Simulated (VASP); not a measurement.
# Al (P1) in VASP: single point with PBE

Aim: the single point of Al with PBE.

Everything below comes from runs of VASP 6.6.1. Logs are shortened: lines on timing, memory, paths and dates and some standing lists are left out, and cuts for length are marked.

### 1 The cell of the first run

The typed cell holds 8 atoms: a = 5.611 Å, b = 5.670 Å, c = 5.793 Å, α = 59.50°, β = 60.77°, γ = 60.89°.

### 2 Single point, PBE (atoms moved at random and the cell strained at random)

INCAR reads:

```
ALGO = Fast
EDIFF = 1E-7
ENCUT = 520
GGA = PE
ISIF = 2
ISMEAR = 0
LASPH = True
LCHARG = False
LREAL = False
LWAVE = False
NBANDS = 22
NELM = 100
PREC = Accurate
SIGMA = 0.15
```

KPOINTS reads:

```
k-points
0
Gamma
  10 10 10
```

POSCAR reads:

```
Al
1.0
   -3.9426761176      3.9920368453     -0.0082726528
   -3.9348679427     -0.0004644779      4.0823916335
    0.0629634932      4.0467276857      4.1448906489
Al
8
Direct
   -0.0670885375      0.1341645374     -0.0267123913
    0.4052617425     -0.0027692068      0.0072199378
    0.0074898666      0.4938504516      0.0064241862
    0.0330964990     -0.0524623529      0.4874570403
    0.3900328743      0.5368713448      0.0040982192
    0.5150114038     -0.0551427147      0.5589512100
    0.1394743760      0.3861710943      0.5039013403
    0.5767217753      0.5593168462      0.4586604576
```

Potentials or basis: VASP PAW PBE potentials, release 64 (Al).

On the command line:

```
cat potpaw_PBE.64/Al/POTCAR > POTCAR
mpirun -np 1 vasp_std > vasp.out
```

OUTCAR:

```text
EDIFF = 1E-7
   ENCUT = 520
   GGA = PE
   ISIF = 2
   ISMEAR = 0
   LASPH = True
   LREAL = False
   NELM = 100
   PREC = Accurate

 ion  position               nearest neighbor table
   1  0.933  0.134  0.973-   7 2.32   3 2.38   2 2.45   5 2.76   4 2.86   6 3.02   6 3.02   5 3.08
                             4 3.20   2 3.30   3 3.36
   2  0.405  0.997  0.007-   1 2.45   6 2.50   4 2.51   3 2.61   5 2.66   8 2.73   5 3.01   7 3.18
                             3 3.19   8 3.30   1 3.30   4 3.33
   3  0.007  0.494  0.006-   5 2.27   1 2.38   8 2.60   2 2.61   4 2.79   4 2.93   7 2.94   7 3.01
                             2 3.19   8 3.24   5 3.36   1 3.36
   4  0.033  0.948  0.487-   2 2.51   6 2.74   8 2.74   3 2.79   1 2.86   7 2.88   7 2.90   6 2.92
                             3 2.93   8 3.13   1 3.20   2 3.33
   5  0.390  0.537  0.004-   3 2.27   7 2.40   6 2.50   2 2.66   8 2.75   1 2.76   2 3.01   1 3.08
                             6 3.32   8 3.35   3 3.36
   6  0.515  0.945  0.559-   7 2.35   8 2.36   5 2.50   2 2.50   4 2.74   4 2.92   1 3.02   1 3.02
                             5 3.32
   7  0.139  0.386  0.504-   1 2.32   6 2.35   5 2.40   4 2.88   4 2.90   8 2.92   8 2.92   3 2.94
                             3 3.01   2 3.18
   8  0.577  0.559  0.459-   6 2.36   3 2.60   2 2.73   4 2.74   5 2.75   7 2.92   7 2.92   4 3.13
                             3 3.24   2 3.30   5 3.35

  LATTYP: Found a triclinic cell.
 ALAT       =     9.7977530936
 B/A-ratio  =     0.5726623187
 C/A-ratio  =     0.8406047236
 COS(alpha) =     0.0028280410
 COS(beta)  =     0.4290338553
 COS(gamma) =     0.8565997451

  Lattice vectors:

 A1 = (  -7.9483157284,   3.9373460049,  -4.1614359545)
 A2 = (  -3.9426761176,   3.9920368453,  -0.0082726528)
 A3 = (  -0.0707716681,  -0.0542263625,  -8.2355549352)

Analysis of symmetry for initial positions (statically):
=====================================================================
 Subroutine PRICEL returns:
 Original cell was already a primitive cell.

 Routine SETGRP: Setting up the symmetry group for a
 triclinic supercell.

 Subroutine GETGRP returns: Found  1 space group operations
 (whereof  1 operations were pure point group operations)
 out of a pool of  2 trial point group operations.

The static configuration has the point symmetry C_1 .

Analysis of symmetry for dynamics (positions and initial velocities):
=====================================================================
 Subroutine PRICEL returns:
 Original cell was already a primitive cell.

 Routine SETGRP: Setting up the symmetry group for a
 triclinic supercell.

 Subroutine GETGRP returns: Found  1 space group operations
 (whereof  1 operations were pure point group operations)
 out of a pool of  2 trial point group operations.

The dynamic configuration has the point symmetry C_1 .

 Subroutine INISYM returns: Found  1 space group operations
 (whereof  1 operations are pure point group operations),
 and found     1 'primitive' translations

----------------------------------------------------------------------------------------

                                     Primitive cell

  volume of cell :     131.4083

  direct lattice vectors                    reciprocal lattice vectors
    -3.942676118  3.992036845 -0.008272653    -0.125732230  0.126070006 -0.121174353
    -3.934867943 -0.000464478  4.082391634    -0.126171935 -0.124356274  0.123327790
     0.062963493  4.046727686  4.144890649     0.124018498  0.122732778  0.119550857

  length of vectors
     5.610804005  5.670018288  5.793106926     0.215372848  0.215855470  0.211509646

  position of ions in fractional coordinates (direct lattice)
     0.932911463  0.134164537  0.973287609
     0.405261743  0.997230793  0.007219938
     0.007489867  0.493850452  0.006424186
     0.033096499  0.947537647  0.487457040
     0.390032874  0.536871345  0.004098219
     0.515011404  0.944857285  0.558951210
     0.139474376  0.386171094  0.503901340
     0.576721775  0.559316846  0.458660458

  ion indices of the primitive-cell ions
   primitive index   ion index
                 1           1
                 2           2
                 3           3
                 4           4
                 5           5
                 6           6
                 7           7
                 8           8

----------------------------------------------------------------------------------------

 KPOINTS: k-points

Automatic generation of k-mesh.
 Grid dimensions read from file:
 generate k-points for:   10   10   10

 Generating k-lattice:

  Cartesian coordinates                     Fractional coordinates (reciprocal lattice)
    -0.012573223  0.012607001 -0.012117435     0.100000000  0.000000000 -0.000000000
    -0.012617194 -0.012435627  0.012332779     0.000000000  0.100000000  0.000000000
     0.012401850  0.012273278  0.011955086    -0.000000000  0.000000000  0.100000000

  Length of vectors
     0.021537285  0.021585547  0.021150965

  Shift w.r.t. Gamma in fractional coordinates (k-lattice)
     0.000000000  0.000000000  0.000000000

 Subroutine IBZKPT returns following result:
 ===========================================

 Found    504 irreducible k-points:

 Following reciprocal coordinates:
            Coordinates               Weight
  0.000000  0.000000  0.000000      1.000000
  0.100000 -0.000000  0.000000      2.000000
  0.200000 -0.000000  0.000000      2.000000
  0.300000  0.000000  0.000000      2.000000
  0.400000 -0.000000  0.000000      2.000000
  0.500000  0.000000 -0.000000      1.000000
[... 16 lines left out ...]
 -0.400000  0.200000 -0.000000      2.000000
 -0.300000  0.200000  0.000000      2.000000
 [... further k-points ...]
   k-points           NKPTS =    504   k-points in BZ     NKDIM =    504   number of bands    NBANDS=     22
   number of dos      NEDOS =    301   number of ions     NIONS =      8
   total plane-waves  NPLWV =  84672
   dimension x,y,z NGX =    42 NGY =   42 NGZ =   48
   dimension x,y,z NGXF=    84 NGYF=   84 NGZF=   96
   ions per type =               8
   NGX,Y,Z   is equivalent  to a cutoff of  12.44, 12.31, 13.77 a.u.
   NGXF,Y,Z  is equivalent  to a cutoff of  24.89, 24.63, 27.55 a.u.
 SYSTEM =  unknown system
   PREC   = accura    normal or accurate (medium, high low for compatibility)
   ISTART =      0    job   : 0-new  1-cont  2-samecut
   ICHARG =      2    charge: 1-file 2-atom 10-const
   ISPIN  =      1    spin polarized calculation?
   LNONCOLLINEAR =      F non collinear calculations
   LSORBIT =      F    spin-orbit coupling
   LASPH  =      T    aspherical Exc in radial PAW
   ENCUT  =  520.0 eV  38.22 Ry    6.18 a.u.  10.43 10.54 10.77*2*pi/ulx,y,z
   NELM   =    100;   NELMIN=  2; NELMDL= -5     # of ELM steps
   EDIFF  = 0.1E-06   stopping-criterion for ELM
   LREAL  =      F    real-space projection
   EDIFFG = 0.1E-05   stopping-criterion for IOM
   NSW    =      0    number of steps for IOM
   IBRION =     -1    ionic relax: 0-MD 1-quasi-New 2-CG
   NFREE  =      0    steps in history (QN), initial steepest desc. (CG)
   ISIF   =      2    stress and relaxation
   ISYM   =      2    0-nonsym 1-usesym 2-fastsym
   POTIM  = 0.5000    time-step for ionic-motion
   TEBEG  =    0.0;   TEEND  =   0.0 temperature during run
   PSTRESS=    0.0 pullay stress
   NELECT =      24.0000    total number of electrons
   NUPDOWN=      -1.0000    fix difference up-down
   EMIN   =  10.00;   EMAX   =-10.00  energy-range for DOS
   EFERMI =   0.00;   METHOD = LEGACY
   ISMEAR =     0;   SIGMA  =   0.15  broadening in eV -4-tet -1-fermi 0-gaus
   EFERMI_NEDOS =   21; number of points for ismear=-14 and -15
   IALGO  =     68    algorithm
   IMIX   =      4    mixing-type and parameters
     AMIX     =   0.40;   BMIX     =  1.00
     AMIX_MAG =   1.60;   BMIX_MAG =  1.00
  volume/ion in A,a.u.               =      16.43       110.85
  Fermi-wavevector in a.u.,A,eV,Ry     =   0.928833  1.755240 11.738168  0.862731
  Thomas-Fermi vector in A             =   2.055052
   LORBIT       =      0    0 simple, 1 ext, 2 COOP (PROOUT), +10 PAW based schemes
   GGA     = PE    functional components
   LHFCALC =     F    Hartree Fock is set to
   AEXX    =    0.0000 exact exchange contribution
   IVDW    =     0    specifies the selected vdW correction
   LEPSILON=     F    determine dielectric tensor
   LRPA    =     F    only Hartree local field effects (RPA)
 non-spin polarized calculation
 RMM-DIIS sequential band-by-band and
 Gauss-broadening in eV      SIGMA  =   0.15
  energy-cutoff  :      520.00
  volume of cell :      131.41
 maximum number of plane-waves:      3560
 NGX is ok and might be reduce to    42
   NGX = 21   NGY = 21   NGZ = 21

 number of electron      24.0000000 magnetization

 Free energy of the ion-electron system (eV)
  ---------------------------------------------------
  ext. energy  EPLUGINS =         0.00000000
  ---------------------------------------------------
  free energy    TOTEN  =       -26.13190266 eV

  energy without entropy =      -26.09620172  energy(sigma->0) =      -26.11405219

 E-fermi :   7.8400     XC(G=0): -10.1402

 val. band max:        7.8383072964   @ k =   0.4000   0.3000  -0.0000
 cond. band min:       7.8405487624   @ k =  -0.2000   0.2000   0.3000
 fundamental gap:      0.0022414660
 Fermi energy:         7.8399531169

 k-point     1 :       0.0000    0.0000    0.0000
  band No.  band energies     occupation
      1      -3.3506      2.00000
      2       2.1500      2.00000
      3       2.4796      2.00000
      4       3.0010      2.00000
      5       3.1836      2.00000
      6       3.4019      2.00000
[... 14 lines left out ...]
     21      13.8695      0.00000
     22      14.1088      0.00000

 k-point     2 :       0.1000   -0.0000    0.0000
  band No.  band energies     occupation
      1      -3.2876      2.00000
      2       1.7700      2.00000
      3       2.3719      2.00000
      4       2.7600      2.00000
      5       3.1427      2.00000
      6       3.4199      2.00000
[... 14 lines left out ...]
     21      13.9167      0.00000
     22      14.1119      0.00000

 k-point     3 :       0.2000   -0.0000    0.0000
  band No.  band energies     occupation
      1      -3.1014      2.00000
      2       0.9357      2.00000
      3       2.1920      2.00000
      4       2.5296      2.00000
      5       3.1001      2.00000
      6       3.2905      2.00000
[... 14 lines left out ...]
     21      13.9586      0.00000
     22      14.4297      0.00000

 k-point     4 :       0.3000    0.0000    0.0000
  band No.  band energies     occupation
      1      -2.8032      2.00000
      2       0.0723      2.00000
      3       2.0895      2.00000
      4       2.4336      2.00000
      5       2.9154      2.00000
      6       3.0800      2.00000
[... 14 lines left out ...]
     21      14.0606      0.00000
     22      14.3654      0.00000

 k-point     5 :       0.4000   -0.0000    0.0000
  band No.  band energies     occupation
      1      -2.4364      2.00000
      2      -0.6524      2.00000
      3       2.0787      2.00000
      4       2.4185      2.00000
      5       2.6558      2.00000
      6       2.9725      2.00000
[... 417 lines left out ...]
 k-point    22 :       0.5000    0.2000    0.0000
  band No.  band energies     occupation
      1      -2.0968      2.00000
      2      -0.6228      2.00000
      3       0.9701      2.00000
      4       1.5112      2.00000
      5       1.6769      2.00000
      6       4.0596      2.00000
[... 14 lines left out ...]
     21      12.8281      0.00000
     22      13.0583      0.00000

 k-point    23 :      -0.4000    0.2000   -0.0000
  band No.  band energies     occupation
      1      -2.0142      2.00000
      2      -0.7747      2.00000
      3       0.8026      2.00000
      4       1.6571      2.00000
      5       1.8579      2.00000
      6       3.8412      2.00000
[... 14 lines left out ...]
     21      12.3036      0.00000
     22      12.3993      0.00000

 k-point    24 :      -0.3000    0.2000    0.0000
  band No.  band energies     occupation
      1      -2.3293      2.00000
      2      -0.3529      2.00000
      3       0.8106      2.00000
      4       1.9177      2.00000
      5       2.1491      2.00000
      6       3.6750      2.00000
[... 14 lines left out ...]
     21      12.4467      0.00000
     22      12.8357      0.00000

 [... further k-points ...]
[... 5 lines left out ...]
  --------------------------------------------------------------------------------------
  -------------------------------------------------------------------------------------
  Total       15.6829095      9.7869169     11.7020637     -0.3439116      0.8154669      0.7785108
  in kB      191.2117531    119.3256610    142.6758288     -4.1930957      9.9424698      9.4918881
  external PRESSURE =     151.0710810 kB  Pullay stress =       0.0000000 kB

 VOLUME and BASIS-vectors are now :
 -----------------------------------------------------------------------------
  energy-cutoff  :      520.00
  volume of cell :      131.41
      direct lattice vectors                 reciprocal lattice vectors
    -3.942676118  3.992036845 -0.008272653    -0.125732230  0.126070006 -0.121174353
    -3.934867943 -0.000464478  4.082391634    -0.126171935 -0.124356274  0.123327790
     0.062963493  4.046727686  4.144890649     0.124018498  0.122732778  0.119550857

 POSITION                                       TOTAL-FORCE (eV/Angst)
 -----------------------------------------------------------------------------------
     -4.14481      7.66278      4.57417         4.308876     -0.263726     -0.402100
     -5.52133      1.64657      4.09766        -2.031051      1.784749     -0.362774
     -1.97236      0.05567      2.04266         0.585226     -2.077068      1.141026
     -3.82823      2.10429      5.88840         0.616136      0.040693      1.031374
     -3.65003      1.57336      2.20548        -2.140604      1.973102     -0.865413
     -5.71322      4.31743      6.16981        -1.858977      0.448490     -0.712430
     -2.03771      2.59576      3.66396        -1.081403     -2.147064      1.712012
     -4.44579      4.15811      4.17968         1.601798      0.240823     -1.541695
 -----------------------------------------------------------------------------------
    total drift:                               -0.000039     -0.000008      0.000009

  FREE ENERGIE OF THE ION-ELECTRON SYSTEM (eV)
  ---------------------------------------------------
  free  energy   TOTEN  =       -26.1319026587 eV

  energy  without entropy=      -26.0962017240  energy(sigma->0) =      -26.11405219
```

It took 32 min on 1 thread of Intel Xeon Platinum 8259CL at 2.50GHz (Skylake/Cascade Lake), shared host; peak memory 1 GiB.

What came out:

* Free energy: -26.1319 eV
* Pressure: 15.1 GPa
* Largest force: 4.336 eV/Å
* Band gap on the k mesh: zero (band 12 reaches 8.59 eV, above the bottom of band 13 at 6.11 eV)

Forces in eV/Å, atoms in the order of the input:
```
Al   4.309 -0.264 -0.402
Al  -2.031  1.785 -0.363
Al   0.585 -2.077  1.141
Al   0.616  0.041  1.031
Al  -2.141  1.973 -0.865
Al  -1.859  0.448 -0.712
Al  -1.081 -2.147  1.712
Al   1.602  0.241 -1.542
```

Caveat: the cell differs from its parent crystal (atoms moved at random and the cell strained at random); forces of over 1 eV/Å act on the atoms, so gaps and moduli don't describe the material at rest.
